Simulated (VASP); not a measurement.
# Be24F in VASP: relaxation of the atoms with PBE

Aim: the relaxation of the atoms of Be24F with PBE.

All numbers are computed with VASP 6.6.1; they aren't measurements. Logs are shortened: lines on timing, memory, paths and dates and some standing lists are left out, and cuts for length are marked.

**1. The cell of the first run**

The cell holds a slab with vacuum, 25 atoms: a = 4.525 Å, b = 7.134 Å, c = 19.869 Å, α = 90.00°, β = 90.00°, γ = 90.00°.

**2. Relaxation of the atoms, PBE**

File INCAR:

```
PREC = Accurate
ENCUT = 520
EDIFF = 1E-7
ISMEAR = 0
SIGMA = 0.1
LREAL = F
LASPH = T
NELM = 120
ALGO = Normal
ISIF = 2
LWAVE = F
LCHARG = F
LDIPOL = T
IDIPOL = 3
DIPOL = 0.5 0.5 0.320
GGA = PE
IBRION = 2
NSW = 36
EDIFFG = -0.025
GGA_COMPAT = F
NELMIN = 4
NELMDL = -8
KPAR = 4
```

File KPOINTS:

```
Automatic mesh
0
Gamma
  6 4 1
```

File POSCAR:

```
Be24F
1.0
    4.5254381414      0.0000000000      0.0000000000
    0.0000000000      7.1336190818      0.0000000000
    0.0000000000      0.0000000000     19.8685529777
Be F
24 1
Selective dynamics
Direct
    0.0000000000      0.3750000000      0.2013231665  F F F
    0.0000000000      0.8750000000      0.2013231665  F F F
    0.5000000000      0.3750000000      0.2013231665  F F F
    0.5000000000      0.8750000000      0.2013231665  F F F
    0.2500000000      0.1250000000      0.2341987732  F F F
    0.2500000000      0.6250000000      0.2341987732  F F F
    0.7500000000      0.1250000000      0.2341987732  F F F
    0.7500000000      0.6250000000      0.2341987732  F F F
    0.2500000000      0.3750000000      0.2999499865  F F F
    0.2500000000      0.8750000000      0.2999499865  F F F
    0.7500000000      0.3750000000      0.2999499865  F F F
    0.7500000000      0.8750000000      0.2999499865  F F F
    0.0000000000      0.1250000000      0.3268353583  F F F
    0.0000000000      0.6250000000      0.3268353583  F F F
    0.5000000000      0.1250000000      0.3268353583  F F F
    0.5000000000      0.6250000000      0.3268353583  F F F
    0.0000000000      0.3750000000      0.3993099146  F F F
    0.0000000000      0.8750000000      0.3993099146  F F F
    0.5000000000      0.3750000000      0.3993099146  F F F
    0.5000000000      0.8750000000      0.3993099146  F F F
    0.2500000000      0.1250000000      0.4211958962  F F F
    0.2500000000      0.6250000000      0.4211958962  F F F
    0.7500000000      0.1250000000      0.4211958962  F F F
    0.7500000000      0.6250000000      0.4211958962  F F F
    0.5000000000      0.1250000000      0.4734417012  F F T
```

Potentials or basis: VASP PAW PBE potentials, release 64 (Be, F).

Launch:

```sh
cat potpaw_PBE.64/Be/POTCAR potpaw_PBE.64/F/POTCAR > POTCAR
mpirun -np 4 vasp_std > vasp.out
```

OUTCAR:

```text
PREC = Accurate
   ENCUT = 520
   EDIFF = 1E-7
   ISMEAR = 0
   LREAL = F
   LASPH = T
   NELM = 120
   ISIF = 2
   GGA = PE
   IBRION = 2
   NSW = 36
   EDIFFG = -0.025
   NELMIN = 4
   NELMDL = -8

 ion  position               nearest neighbor table
   1  0.000  0.375  0.201-   5 2.21   6 2.21   7 2.21   8 2.21   3 2.26   3 2.26  11 2.26   9 2.26

   2  0.000  0.875  0.201-   5 2.21   6 2.21   7 2.21   8 2.21   4 2.26   4 2.26  12 2.26  10 2.26

   3  0.500  0.375  0.201-   5 2.21   6 2.21   7 2.21   8 2.21   1 2.26   1 2.26  11 2.26   9 2.26
[... 39 lines left out ...]
  23  0.750  0.125  0.421-  25 1.54  18 2.16  19 2.16  20 2.16  17 2.16  15 2.19  13 2.19  21 2.26
                            21 2.26
  24  0.750  0.625  0.421-  17 2.16  18 2.16  19 2.16  20 2.16  14 2.19  16 2.19  22 2.26  22 2.26

  25  0.500  0.125  0.473-  21 1.54  23 1.54

  LATTYP: Found a simple orthorhombic cell.
 ALAT       =     4.5254381414
 B/A-ratio  =     1.5763377730
 C/A-ratio  =     4.3904153271

  Lattice vectors:

 A1 = (   4.5254381414,   0.0000000000,   0.0000000000)
 A2 = (   0.0000000000,   7.1336190818,   0.0000000000)
 A3 = (   0.0000000000,   0.0000000000,  19.8685529777)

Analysis of symmetry for initial positions (statically):
=====================================================================
 Subroutine PRICEL returns:
 Original cell was already a primitive cell.

 Routine SETGRP: Setting up the symmetry group for a
 simple orthorhombic supercell.

 Subroutine GETGRP returns: Found  4 space group operations
 (whereof  2 operations were pure point group operations)
 out of a pool of  8 trial point group operations.

The static configuration has the point symmetry C_1h.
 The point group associated with its full space group is C_2v.

Analysis of symmetry for dynamics (positions and initial velocities):
=====================================================================
 Subroutine PRICEL returns:
 Original cell was already a primitive cell.

 Routine SETGRP: Setting up the symmetry group for a
 simple orthorhombic supercell.

 Subroutine GETGRP returns: Found  4 space group operations
 (whereof  2 operations were pure point group operations)
 out of a pool of  8 trial point group operations.

The dynamic configuration has the point symmetry C_1h.
 The point group associated with its full space group is C_2v.

Analysis of constrained symmetry for selective dynamics:
=====================================================================
 Subroutine PRICEL returns:
 Original cell was already a primitive cell.

 Routine SETGRP: Setting up the symmetry group for a
 simple orthorhombic supercell.

 Subroutine GETGRP returns: Found  4 space group operations
 (whereof  2 operations were pure point group operations)
 out of a pool of  8 trial point group operations.

The constrained configuration has the point symmetry C_1h.
 The point group associated with its full space group is C_2v.

 Subroutine INISYM returns: Found  4 space group operations
 (whereof  2 operations are pure point group operations),
 and found     1 'primitive' translations

----------------------------------------------------------------------------------------

                                     Primitive cell

  volume of cell :     641.4116

  direct lattice vectors                    reciprocal lattice vectors
     4.525438141  0.000000000  0.000000000     0.220973079  0.000000000  0.000000000
     0.000000000  7.133619082  0.000000000     0.000000000  0.140181300  0.000000000
     0.000000000  0.000000000 19.868552978     0.000000000  0.000000000  0.050330792

  length of vectors
     4.525438141  7.133619082 19.868552978     0.220973079  0.140181300  0.050330792

  position of ions in fractional coordinates (direct lattice)
     0.000000000  0.375000000  0.201323167
     0.000000000  0.875000000  0.201323167
     0.500000000  0.375000000  0.201323167
     0.500000000  0.875000000  0.201323167
     0.250000000  0.125000000  0.234198773
     0.250000000  0.625000000  0.234198773
[... 17 lines left out ...]
     0.750000000  0.625000000  0.421195896
     0.500000000  0.125000000  0.473441701
[... 42 lines left out ...]
     0.000000000  0.000000000  0.050330792     0.000000000  0.000000000  1.000000000

  Length of vectors
     0.036828847  0.035045325  0.050330792

  Shift w.r.t. Gamma in fractional coordinates (k-lattice)
     0.000000000  0.000000000  0.000000000

 Subroutine IBZKPT returns following result:
 ===========================================

 Found     12 irreducible k-points:

 Following reciprocal coordinates:
            Coordinates               Weight
  0.000000  0.000000  0.000000      1.000000
  0.166667  0.000000  0.000000      2.000000
  0.333333  0.000000  0.000000      2.000000
  0.500000  0.000000  0.000000      1.000000
  0.000000  0.250000  0.000000      2.000000
  0.166667  0.250000  0.000000      4.000000
  0.333333  0.250000  0.000000      4.000000
  0.500000  0.250000  0.000000      2.000000
  0.000000  0.500000  0.000000      1.000000
  0.166667  0.500000  0.000000      2.000000
  0.333333  0.500000  0.000000      2.000000
  0.500000  0.500000  0.000000      1.000000
   k-points           NKPTS =     12   k-points in BZ     NKDIM =     12   number of bands    NBANDS=     40
   number of dos      NEDOS =    301   number of ions     NIONS =     25
   total plane-waves  NPLWV = 291600
   dimension x,y,z NGX =    36 NGY =   54 NGZ =  150
   dimension x,y,z NGXF=    72 NGYF=  108 NGZF=  300
   ions per type =              24   1
   NGX,Y,Z   is equivalent  to a cutoff of  13.22, 12.58, 12.55 a.u.
   NGXF,Y,Z  is equivalent  to a cutoff of  26.45, 25.17, 25.10 a.u.
 SYSTEM =  unknown system
   PREC   = accura    normal or accurate (medium, high low for compatibility)
   ISTART =      0    job   : 0-new  1-cont  2-samecut
   ICHARG =      2    charge: 1-file 2-atom 10-const
   ISPIN  =      1    spin polarized calculation?
   LNONCOLLINEAR =      F non collinear calculations
   LSORBIT =      F    spin-orbit coupling
   LASPH  =      T    aspherical Exc in radial PAW
   ENCUT  =  520.0 eV  38.22 Ry    6.18 a.u.   8.41 13.26 36.94*2*pi/ulx,y,z
   NELM   =    120;   NELMIN=  4; NELMDL= -8     # of ELM steps
   EDIFF  = 0.1E-06   stopping-criterion for ELM
   LREAL  =      F    real-space projection
   EDIFFG = -.3E-01   stopping-criterion for IOM
   NSW    =     36    number of steps for IOM
   IBRION =      2    ionic relax: 0-MD 1-quasi-New 2-CG
   NFREE  =      1    steps in history (QN), initial steepest desc. (CG)
   ISIF   =      2    stress and relaxation
   ISYM   =      2    0-nonsym 1-usesym 2-fastsym
   POTIM  = 0.5000    time-step for ionic-motion
   TEBEG  =    0.0;   TEEND  =   0.0 temperature during run
   PSTRESS=    0.0 pullay stress
   NELECT =      55.0000    total number of electrons
   NUPDOWN=      -1.0000    fix difference up-down
   EMIN   =  10.00;   EMAX   =-10.00  energy-range for DOS
   EFERMI =   0.00;   METHOD = LEGACY
   ISMEAR =     0;   SIGMA  =   0.10  broadening in eV -4-tet -1-fermi 0-gaus
   EFERMI_NEDOS =   21; number of points for ismear=-14 and -15
   IALGO  =     38    algorithm
   IMIX   =      4    mixing-type and parameters
     AMIX     =   0.40;   BMIX     =  1.00
     AMIX_MAG =   1.60;   BMIX_MAG =  1.00
  volume/ion in A,a.u.               =      25.66       173.14
  Fermi-wavevector in a.u.,A,eV,Ry     =   0.721911  1.364213  7.090745  0.521155
  Thomas-Fermi vector in A             =   1.811739
   LORBIT       =      0    0 simple, 1 ext, 2 COOP (PROOUT), +10 PAW based schemes
   GGA     = PE    functional components
   LHFCALC =     F    Hartree Fock is set to
   AEXX    =    0.0000 exact exchange contribution
   IVDW    =     0    specifies the selected vdW correction
   LEPSILON=     F    determine dielectric tensor
   LRPA    =     F    only Hartree local field effects (RPA)
 conjugate gradient relaxation of ions
 non-spin polarized calculation
 Gauss-broadening in eV      SIGMA  =   0.10
  energy-cutoff  :      520.00
  volume of cell :      641.41
 maximum number of plane-waves:     17327
 NGX is ok and might be reduce to    36
   NGX = 17   NGY = 27   NGZ = 73

 dipolmoment           0.000000      0.000000     -0.083868 electrons x Angstroem

--------------------------------------- Ionic step        1  -------------------------------------------

 number of electron      54.9999999 magnetization

 Free energy of the ion-electron system (eV)
  ---------------------------------------------------
  ext. energy  EPLUGINS =         0.00000000
  ---------------------------------------------------
  free energy    TOTEN  =       -88.30988080 eV

  energy without entropy =      -88.29414617  energy(sigma->0) =      -88.30201349

------------------------ aborting loop because EDIFF is reached ----------------------------------------

  FORCE on cell =-STRESS in cart. coord.  units (eV):
  Direction    XX          YY          ZZ          XY          YZ          ZX
  --------------------------------------------------------------------------------------
  -------------------------------------------------------------------------------------
  Total        2.2810822     -3.0735825      3.7870218      0.0000000      0.0000000      0.0000000
  in kB        5.6978988     -7.6774795      9.4595745      0.0000000      0.0000000      0.0000000
  external PRESSURE =       2.4933313 kB  Pullay stress =       0.0000000 kB
[... 105 lines left out ...]
--------------------------------------- Ionic step        3  -------------------------------------------

 number of electron      55.0000000 magnetization

 dipolmoment           0.000000      0.000000      0.154823 electrons x Angstroem

 Free energy of the ion-electron system (eV)
  ---------------------------------------------------
  ext. energy  EPLUGINS =         0.00000000
  ---------------------------------------------------
  free energy    TOTEN  =       -88.55244859 eV

  energy without entropy =      -88.53688379  energy(sigma->0) =      -88.54466619

 E-fermi :  -1.2974     XC(G=0):  -4.1871

 val. band max:       -1.3404069550   @ k =   0.3333   0.0000   0.0000
 cond. band min:      -1.2738340327   @ k =   0.5000   0.5000   0.0000
 fundamental gap:      0.0665729223
 Fermi energy:        -1.2973648503

 k-point     1 :       0.0000    0.0000    0.0000
  band No.  band energies     occupation
      1     -25.9613      2.00000
      2     -11.5294      2.00000
      3      -9.5734      2.00000
      4      -9.3916      2.00000
      5      -9.3853      2.00000
      6      -8.1726      2.00000
[... 493 lines left out ...]
     38       3.3016      0.00000
     39       3.5055      0.00000
 [bands above 39 left out]

------------------------ aborting loop because EDIFF is reached ----------------------------------------

 vacuum level on the upper side and lower side of the slab       (xc-potential included)         0.417        -0.428

  FORCE on cell =-STRESS in cart. coord.  units (eV):
  Direction    XX          YY          ZZ          XY          YZ          ZX
  --------------------------------------------------------------------------------------
  -------------------------------------------------------------------------------------
  Total        0.2748261     -3.7648302      0.2817532      0.0000000      0.0000000      0.0000000
  in kB        0.6864861     -9.4041422      0.7037892      0.0000000      0.0000000      0.0000000
  external PRESSURE =      -2.6712890 kB  Pullay stress =       0.0000000 kB
[... 40 lines left out ...]
  FREE ENERGIE OF THE ION-ELECTRON SYSTEM (eV)
  ---------------------------------------------------
  free  energy   TOTEN  =       -88.5524485894 eV

  energy  without entropy=      -88.5368837902  energy(sigma->0) =      -88.54466619

 reached required accuracy - stopping structural energy minimisation

 vacuum level on the upper side and lower side of the slab         3.900         3.032
```

Wall time 9.1 min (4 MPI ranks of Intel Xeon Platinum 8259CL at 2.50GHz (Skylake/Cascade Lake), shared host); peak memory 0.83 GiB.

What came out:

- Free energy: -88.5524 eV
- Energy gained by relaxing: 9.7 meV/atom
- Ionic steps: 3
- Band gap on the k mesh: zero (an odd number of electrons rules out a gap without spin polarisation)

Step by step:
```
step  energy change (eV)  largest force on free atoms (eV/Å)  pressure (GPa)
   1              0.0000                              2.7108            0.25
   2             -0.2200                              0.7454           -0.12
   3             -0.2426                              0.0039           -0.27
```

Final structure:
```
Be F
1.0
     4.52544    0.00000    0.00000
     0.00000    7.13362    0.00000
     0.00000    0.00000   19.86855
Be F
24 1
Direct
  0.00000 0.37500 0.20132
  0.00000 0.87500 0.20132
  0.50000 0.37500 0.20132
  0.50000 0.87500 0.20132
  0.25000 0.12500 0.23420
  0.25000 0.62500 0.23420
  0.75000 0.12500 0.23420
  0.75000 0.62500 0.23420
  0.25000 0.37500 0.29995
  0.25000 0.87500 0.29995
  0.75000 0.37500 0.29995
  0.75000 0.87500 0.29995
  0.00000 0.12500 0.32684
  0.00000 0.62500 0.32684
  0.50000 0.12500 0.32684
  0.50000 0.62500 0.32684
  0.00000 0.37500 0.39931
  0.00000 0.87500 0.39931
  0.50000 0.37500 0.39931
  0.50000 0.87500 0.39931
  0.25000 0.12500 0.42120
  0.25000 0.62500 0.42120
  0.75000 0.12500 0.42120
  0.75000 0.62500 0.42120
  0.50000 0.12500 0.48317
```

Levels at points of the mesh, in eV from the Fermi level:
| k point | band 24 | band 25 | band 26 | band 27 | band 28 | band 29 | band 30 | band 31 |
| --- | --- | --- | --- | --- | --- | --- | --- | --- |
| (0.00, 0.00, 0.00) | -2.15 | -1.63 | -0.80 | -0.05 | 0.05 | 0.28 | 0.94 | 1.73 |
| (0.50, 0.00, 0.00) | -1.09 | -0.84 | -0.37 | 0.83 | 0.92 | 1.41 | 1.49 | 1.51 |
| (0.00, 0.50, 0.00) | -1.46 | -1.08 | -0.97 | -0.83 | -0.60 | 0.27 | 0.50 | 1.50 |
| (0.50, 0.50, 0.00) | -1.56 | -0.42 | -0.20 | -0.15 | 0.02 | 0.52 | 0.58 | 0.71 |

The gap in the log of VASP goes by the Fermi energy; the results here count the filled bands.